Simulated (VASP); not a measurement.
## Zr: single point with PBEsol

Crystal: Zr.

```
Zr
1.0
     3.23200    0.00000    0.00000
    -1.61600    2.79899    0.00000
     0.00000    0.00000    5.24994
Zr
2
Direct
  0.33333 0.66667 0.25000
  0.66667 0.33333 0.75000
```

This cell differs from its parent crystal: zz strain of +2 %.

- Program: VASP 6.6.1
- Task: single point
- Functional: PBEsol
- Potentials or basis: VASP PAW PBE potentials, release 64 (Zr_sv)
- Cutoff: 520 eV
- k mesh: 13 × 13 × 7
- Occupations: fermi-dirac, width 0.08 eV
- Spin: no spin polarisation
- Dipole correction: no
- Further INCAR settings: ALGO = Normal; EDIFF = 1e-06; NBANDS = 19

| Quantity | Value |
| --- | --- |
| Pressure | -5.0 GPa |
| Band gap on the k mesh | zero (bands 12 and 13 overlap by 1.11 eV) |

Stress tensor (GPa, compression positive):
```
-4.62  0.00  0.00
 0.00 -4.62  0.00
 0.00  0.00 -5.74
```

Levels at points of the mesh, in eV from the Fermi level:
```
           k point  band 10  band 11  band 12  band 13  band 14  band 15
(0.00, 0.00, 0.00)    -2.98     0.86     0.91     0.91     0.98     1.54
```

Wall time 74 s on 1 thread of Intel Xeon 8259CL, with other jobs on the host, peak memory 0.2 GiB.

Caveat: the cell differs from its parent crystal (zz strain of +2 %); the cell stands under tension; the PAW data sets were made with another functional, which shifts forces and pressure a little.
